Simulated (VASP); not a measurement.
# SiGe (P6_3mc) in VASP: a series of runs, part 2 of 2

VASP 6.6.1.

## Step 4: Single point, r2SCAN

This run uses another cell than the first one, of the same volume but with other edges.

File POSCAR:

```
SiGe
1.0
    4.0144175398      0.0000000000      0.0000000000
   -2.0072087699      3.4765875709      0.0000000000
    0.0000000000      0.0000000000      6.1047229145
Si Ge
2 2
Direct
    0.6666666667      0.3333333333      0.8744661518
    0.3333333333      0.6666666667      0.3744661518
    0.6666666667      0.3333333333      0.5005328482
    0.3333333333      0.6666666667      0.0005328482
```

File INCAR.step1:

```
ALGO     = Normal         # electronic algorithm
EDIFF    = 1E-4           # SCF threshold, eV
ENCUT    = 520            # plane-wave cutoff, eV
GGA      = PE             # functional
ISMEAR   = 0              # smearing method
LASPH    = True           # aspherical terms in the spheres
LCHARG   = False          # write CHGCAR
LREAL    = False          # projectors in reciprocal space
LWAVE    = True           # write WAVECAR
NBANDS   = 26             # bands
NELM     = 80             # most SCF steps
PREC     = Accurate       # precision mode
SIGMA    = 0.05           # smearing width, eV
```

File INCAR.step2:

```
ALGO     = Normal         # electronic algorithm
EDIFF    = 1E-6           # SCF threshold, eV
ENCUT    = 520            # plane-wave cutoff, eV
ISIF     = 2              # what is computed and relaxed
ISMEAR   = 0              # smearing method
ISTART   = 1            
LASPH    = True           # aspherical terms in the spheres
LCHARG   = False          # write CHGCAR
LMIXTAU  = True         
LREAL    = False          # projectors in reciprocal space
LWAVE    = False          # write WAVECAR
METAGGA  = R2SCAN         # meta-GGA
NBANDS   = 26             # bands
NELM     = 80             # most SCF steps
PREC     = Accurate       # precision mode
SIGMA    = 0.05           # smearing width, eV
```

File KPOINTS:

```
k-points
0
Gamma
  12 12 6
```

The run is started by

```
$ cat potpaw_PBE.64/Si/POTCAR potpaw_PBE.64/Ge_d/POTCAR > POTCAR
$ cp INCAR.step1 INCAR
$ mpirun -np 1 vasp_std > vasp.out
$ cp INCAR.step2 INCAR
$ mpirun -np 1 vasp_std > vasp.out
```

It took 5.1 min on 1 thread of AMD EPYC 9R45 (Zen 5), shared host; peak memory 0.27 GiB.

Results (log left out):

| Quantity | Value |
| --- | --- |
| Free energy | -44.8847 eV |
| Pressure | 1.1 GPa |
| Largest force | 1.062 eV/Å |
| Band gap on the k mesh | zero (bands 18 and 19 overlap by 0.05 eV) |

Forces in eV/Å, atoms in the order of the input:
```
Si   0.000  0.000  1.062
Si   0.000  0.000  1.062
Ge   0.000  0.000 -1.062
Ge   0.000  0.000 -1.062
```

Stress tensor (GPa, compression positive):
```
-5.68  0.00  0.00
 0.00 -5.68  0.00
 0.00  0.00 14.56
```

Levels at points of the mesh, in eV from the Fermi level:
| k point | band 14 | band 15 | band 16 | band 17 | band 18 | band 19 | band 20 | band 21 | band 22 | band 23 |
| --- | --- | --- | --- | --- | --- | --- | --- | --- | --- | --- |
| (0.00, 0.00, 0.00) | -2.11 | -2.11 | -0.32 | -0.12 | 0.06 | 0.06 | 1.74 | 1.74 | 2.04 | 3.95 |
| (0.50, 0.00, 0.00) | -6.23 | -5.05 | -3.62 | -3.24 | -1.40 | 0.26 | 2.48 | 3.23 | 3.70 | 5.90 |
| (0.00, 0.00, 0.50) | -4.41 | -1.32 | -1.32 | -1.32 | -1.32 | 0.96 | 0.96 | 3.09 | 3.09 | 3.09 |
| (0.50, 0.00, 0.50) | -7.83 | -2.78 | -2.78 | -2.43 | -2.43 | 0.92 | 0.92 | 2.50 | 2.50 | 6.29 |

Caveat: the stress differs along the axes, from -6 to 15 GPa; semilocal functionals underestimate gaps, and a narrow one can read as zero; the PAW data sets were made with another functional, which shifts forces and pressure a little.

## Step 5: Single point, r2SCAN

This run uses another cell than the first one, of the same volume but with other edges.

File POSCAR:

```
SiGe
1.0
    3.7822850451      0.0000000000      0.0000000000
   -1.8911425225      3.2755549334      0.0000000000
    0.0000000000      0.0000000000      6.8770554887
Si Ge
2 2
Direct
    0.6666666667      0.3333333333      0.8744661518
    0.3333333333      0.6666666667      0.3744661518
    0.6666666667      0.3333333333      0.5005328482
    0.3333333333      0.6666666667      0.0005328482
```

File INCAR.step1:

```
  ALGO = Normal
  EDIFF = 1E-4
  ENCUT = 520
  GGA = PE
  ISMEAR = 0
  LASPH = T
  LCHARG = F
  LREAL = F
  LWAVE = T
  NBANDS = 26
  NELM = 60
  PREC = Accurate
  SIGMA = 0.05
```

File INCAR.step2:

```
  ALGO = Normal
  EDIFF = 1E-7
  ENCUT = 520
  ISIF = 2
  ISMEAR = 0
  ISTART = 1
  LASPH = T
  LCHARG = F
  LMIXTAU = T
  LREAL = F
  LWAVE = F
  METAGGA = R2SCAN
  NBANDS = 26
  NELM = 60
  PREC = Accurate
  SIGMA = 0.05
```

KPOINTS is that of step 4.

The run is started by

```
$ cat potpaw_PBE.64/Si/POTCAR potpaw_PBE.64/Ge_d/POTCAR > POTCAR
$ cp INCAR.step1 INCAR
$ mpirun -np 1 vasp_std > vasp.out
$ cp INCAR.step2 INCAR
$ mpirun -np 1 vasp_std > vasp.out
```

Run time: 6.5 min. Hardware: 1 thread of AMD EPYC 9R45 (Zen 5), shared host; peak memory 0.26 GiB.

It converged, with:

```yaml
Free_energy: -44.8556 eV
Pressure: 1.1 GPa
Largest_force: 0.633 eV/Å
Band_gap_on_the_k_mesh: 0.38 eV
```

Forces in eV/Å, atoms in the order of the input:
```
Si   0.000  0.000 -0.633
Si   0.000  0.000 -0.633
Ge   0.000  0.000  0.633
Ge   0.000  0.000  0.633
```

Stress tensor (GPa, compression positive):
```
  7.15   0.00   0.00
  0.00   7.15   0.00
  0.00   0.00 -11.03
```

Levels at points of the mesh, in eV from the valence-band top:
```tsv
k point	band 14	band 15	band 16	band 17	band 18	band 19	band 20	band 21	band 22	band 23
(0.00, 0.00, 0.00)	-1.19	-1.19	-0.62	0.00	0.00	0.38	1.80	2.74	2.74	3.35
(0.50, 0.00, 0.00)	-7.08	-4.80	-3.03	-2.99	-1.80	1.05	2.00	3.20	3.32	3.99
(0.00, 0.00, 0.50)	-5.11	-0.69	-0.69	-0.69	-0.69	2.38	2.38	3.60	3.60	3.60
(0.50, 0.00, 0.50)	-7.99	-2.99	-2.99	-2.51	-2.51	0.65	0.65	1.97	1.97	6.11
```

Caveat: the stress differs along the axes, from -11 to 7 GPa; semilocal functionals underestimate gaps, and a narrow one can read as zero; the PAW data sets were made with another functional, which shifts forces and pressure a little.

## Step 6: Summary

```csv
cell,gap on the mesh (eV),pressure (GPa),largest force (eV/Å)
"a = 4.122, b = 4.122, c = 5.791 Å, angles 90.0, 90.0, 120.0°, 4 atoms",none,4.3,2.65
"a = 3.674, b = 3.674, c = 7.288 Å, angles 90.0, 90.0, 120.0°, 4 atoms",none,3.9,0.88
"a = 4.014, b = 4.014, c = 6.105 Å, angles 90.0, 90.0, 120.0°, 4 atoms",none,1.1,1.06
"a = 3.782, b = 3.782, c = 6.877 Å, angles 90.0, 90.0, 120.0°, 4 atoms",0.38,1.1,0.63
```

Alike in all rows: task single point; level r2SCAN; potentials or basis VASP PAW PBE potentials, release 64 (Si, Ge_d); no spin polarisation; k mesh 12 × 12 × 6; cutoff (eV) 520; smearing gaussian 0.05 eV.

Caveats: semilocal functionals underestimate gaps, and a narrow one can read as zero; the PAW data sets were made with another functional, which shifts forces and pressure a little; the stress differs along the axes, from -10 to 33 GPa (at least some runs); the stress differs along the axes, from -15 to 13 GPa (at least some runs); the stress differs along the axes, from -6 to 15 GPa (at least some runs); the stress differs along the axes, from -11 to 7 GPa (at least some runs).

Total energies depend on the potentials used, so only differences within one code and one set of settings carry meaning.
